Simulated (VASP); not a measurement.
# K (P4/mmm) in VASP: a series of runs, part 2 of 2

VASP 6.6.1. The steps go on from the part before.

## Step 4: Single point, LDA

This run uses another cell than the first one, of the same volume but with other edges.

INCAR reads:

```
SYSTEM = K
PREC = Accurate
ENCUT = 520
EDIFF = 1E-6
ISMEAR = 0
SIGMA = 0.15
LREAL = .FALSE.
LASPH = .TRUE.
NELM = 100
ALGO = Normal
ISIF = 2
LWAVE = .FALSE.
LCHARG = .TRUE.
GGA = CA
LELF = .TRUE.
LVHAR = .TRUE.
NBANDS = 10
```

KPOINTS reads:

```
regular mesh
0
G
  6 6 12
  0 0 0
```

POSCAR reads:

```
K
1.0
   10.3636863989      0.0000000000      0.0000000000
    0.0000000000     10.3636863989      0.0000000000
    0.0000000000      0.0000000000      4.0907630813
K
1
Direct
    0.0000000000      0.0000000000      0.0000000000
```

Potentials or basis: VASP PAW LDA potentials, release 64 (K_sv).

Command:

```console
$ cat potpaw_LDA.64/K_sv/POTCAR > POTCAR
$ mpirun -np 1 vasp_std > vasp.out
```

OUTCAR:

```text
SYSTEM = K
   PREC = Accurate
   ENCUT = 520
   EDIFF = 1E-6
   ISMEAR = 0
   LREAL = .FALSE.
   LASPH = .TRUE.
   NELM = 100
   ISIF = 2
   GGA = CA

 ion  position               nearest neighbor table
   1  0.000  0.000  0.000-

  LATTYP: Found a simple tetragonal cell.
 ALAT       =    10.3636863989
 C/A-ratio  =     0.3947208478

  Lattice vectors:

 A1 = (  10.3636863989,   0.0000000000,   0.0000000000)
 A2 = (   0.0000000000,  10.3636863989,   0.0000000000)
 A3 = (   0.0000000000,   0.0000000000,   4.0907630813)

Analysis of symmetry for initial positions (statically):
=====================================================================
 Subroutine PRICEL returns:
 Original cell was already a primitive cell.

 Routine SETGRP: Setting up the symmetry group for a
 simple tetragonal supercell.

 Subroutine GETGRP returns: Found 16 space group operations
 (whereof 16 operations were pure point group operations)
 out of a pool of 16 trial point group operations.

[... 157 lines left out ...]
  free energy    TOTEN  =        -0.60813978 eV

  energy without entropy =       -0.59411471  energy(sigma->0) =       -0.60112724

 E-fermi :  -2.1186     XC(G=0):  -2.0864

 val. band max:       -2.1187465038   @ k =   0.3333   0.1667   0.2500
 cond. band min:      -2.1179882714   @ k =   0.5000   0.0000   0.2500
 fundamental gap:      0.0007582324
 Fermi energy:        -2.1186028509

 k-point     1 :       0.0000    0.0000    0.0000
  band No.  band energies     occupation
      1     -34.3660      2.00000
      2     -18.0860      2.00000
      3     -18.0860      2.00000
      4     -17.9877      2.00000
      5      -2.8185      2.00000
      6      -0.7489      0.00000
      7      -0.7489      0.00000
      8      -0.2403      0.00000
      9       0.0019      0.00000
     10       0.5317      0.00000
[... 287 lines left out ...]
 k-point    24 :       0.5000    0.0000    0.1667
  band No.  band energies     occupation
      1     -34.3639      2.00000
      2     -18.0823      2.00000
      3     -18.0823      2.00000
      4     -18.0229      2.00000
      5      -2.4868      1.99948
      6      -0.8742      0.00000
      7      -0.5355      0.00000
      8       0.2122      0.00000
      9       0.5398      0.00000
     10       0.8392      0.00000

 [... further k-points ...]
[... 5 lines left out ...]
  --------------------------------------------------------------------------------------
  -------------------------------------------------------------------------------------
  Total       -0.0148258     -0.0148258     -0.0631472      0.0000000     -0.0000000      0.0000000
  in kB       -0.0540626     -0.0540626     -0.2302672      0.0000000     -0.0000000      0.0000000
  external PRESSURE =      -0.1127975 kB  Pullay stress =       0.0000000 kB

 VOLUME and BASIS-vectors are now :
 -----------------------------------------------------------------------------
  energy-cutoff  :      520.00
  volume of cell :      439.37
      direct lattice vectors                 reciprocal lattice vectors
    10.363686399  0.000000000  0.000000000     0.096490762  0.000000000  0.000000000
     0.000000000 10.363686399  0.000000000     0.000000000  0.096490762  0.000000000
     0.000000000  0.000000000  4.090763081     0.000000000  0.000000000  0.244453169

 POSITION                                       TOTAL-FORCE (eV/Angst)
 -----------------------------------------------------------------------------------
      0.00000      0.00000      0.00000         0.000000      0.000000      0.000000
 -----------------------------------------------------------------------------------
    total drift:                                0.000000      0.000000     -0.000000

  FREE ENERGIE OF THE ION-ELECTRON SYSTEM (eV)
  ---------------------------------------------------
  free  energy   TOTEN  =        -0.6081397757 eV

  energy  without entropy=       -0.5941147142  energy(sigma->0) =       -0.60112724
```

It took 2.9 min on 1 thread of Intel Xeon Platinum 8488C (Sapphire Rapids), shared host; peak memory 0.51 GiB.

What came out:

- Free energy: -0.6081 eV
- Pressure: 0.0 GPa

Levels at points of the mesh, in eV from the Fermi level:
```tsv
k point	band 1	band 2	band 3	band 4	band 5	band 6	band 7	band 8
(0.00, 0.00, 0.00)	-32.25	-15.97	-15.97	-15.87	-0.70	1.37	1.37	1.88
(0.50, 0.00, 0.00)	-32.25	-15.97	-15.97	-15.87	-0.68	1.04	1.41	2.07
(0.50, 0.50, 0.00)	-32.25	-15.97	-15.97	-15.87	-0.65	1.10	1.10	2.04
(0.00, 0.00, 0.50)	-32.24	-16.01	-15.95	-15.95	1.61	1.83	2.38	2.38
(0.50, 0.00, 0.50)	-32.24	-16.01	-15.95	-15.95	1.63	1.87	2.31	2.38
(0.50, 0.50, 0.50)	-32.24	-16.01	-15.95	-15.95	1.66	1.91	2.32	2.32
```

## Step 5: Single point, LDA

This run uses another cell than the first one, of the same volume but with other edges.

INCAR reads:

```
  PREC = Accurate
  ENCUT = 520
  EDIFF = 1E-7
  ISMEAR = 0
  SIGMA = 0.15
  LREAL = False
  LASPH = True
  NELM = 100
  ALGO = Normal
  ISIF = 2
  LWAVE = False
  LCHARG = False
  GGA = CA
  NBANDS = 10
```

KPOINTS reads:

```
regular mesh
0
Gamma
  6 6 12
```

POSCAR reads:

```
K
1.0
   10.8579259725      0.0000000000      0.0000000000
    0.0000000000     10.8579259725      0.0000000000
    0.0000000000      0.0000000000      3.7268258650
K
1
Direct
    0.0000000000      0.0000000000      0.0000000000
```

Command:

```console
$ cat potpaw_LDA.64/K_sv/POTCAR > POTCAR
$ mpirun -np 1 vasp_std > vasp.out
```

Wall time 2.9 min (1 thread of Intel Xeon Platinum 8488C (Sapphire Rapids), shared host); peak memory 0.53 GiB.

Results (log left out):

```yaml
Free_energy: -0.5829 eV
Pressure: 0.1 GPa
```

Stress tensor (GPa, compression positive):
```
0.00 0.00 0.00
0.00 0.00 0.00
0.00 0.00 0.23
```

Levels at points of the mesh, in eV from the Fermi level:
| k point | band 1 | band 2 | band 3 | band 4 | band 5 | band 6 | band 7 | band 8 | band 9 |
| --- | --- | --- | --- | --- | --- | --- | --- | --- | --- |
| (0.00, 0.00, 0.00) | -32.30 | -16.02 | -16.02 | -15.86 | -0.85 | 1.21 | 1.21 | 1.82 | 2.04 |
| (0.50, 0.00, 0.00) | -32.30 | -16.02 | -16.02 | -15.86 | -0.83 | 0.98 | 1.24 | 1.97 | 2.29 |
| (0.50, 0.50, 0.00) | -32.30 | -16.02 | -16.02 | -15.86 | -0.82 | 1.02 | 1.02 | 2.00 | 2.46 |
| (0.00, 0.00, 0.50) | -32.28 | -16.17 | -15.98 | -15.98 | 1.94 | 2.16 | 2.26 | 2.26 | 3.97 |
| (0.50, 0.00, 0.50) | -32.28 | -16.17 | -15.98 | -15.98 | 1.95 | 2.18 | 2.24 | 2.26 | 3.71 |
| (0.50, 0.50, 0.50) | -32.28 | -16.17 | -15.98 | -15.98 | 1.97 | 2.21 | 2.24 | 2.24 | 3.76 |

## Step 6: The runs side by side

| cell | gap on the mesh (eV) | pressure (GPa) |
| --- | --- | --- |
| a = 9.764, b = 9.764, c = 4.608 Å, 1 atom | none | -0.1 |
| a = 9.485, b = 9.485, c = 4.884 Å, 1 atom | none | -0.1 |
| a = 10.364, b = 10.364, c = 4.091 Å, 1 atom | none | 0.0 |
| a = 10.858, b = 10.858, c = 3.727 Å, 1 atom | none | 0.1 |

Alike in all rows: task single point; level LDA; potentials or basis VASP PAW LDA potentials, release 64 (K_sv); no spin polarisation; k mesh 6 × 6 × 12; cutoff (eV) 520; smearing gaussian 0.15 eV.

Total energies depend on the potentials used, so only differences within one code and one set of settings carry meaning.
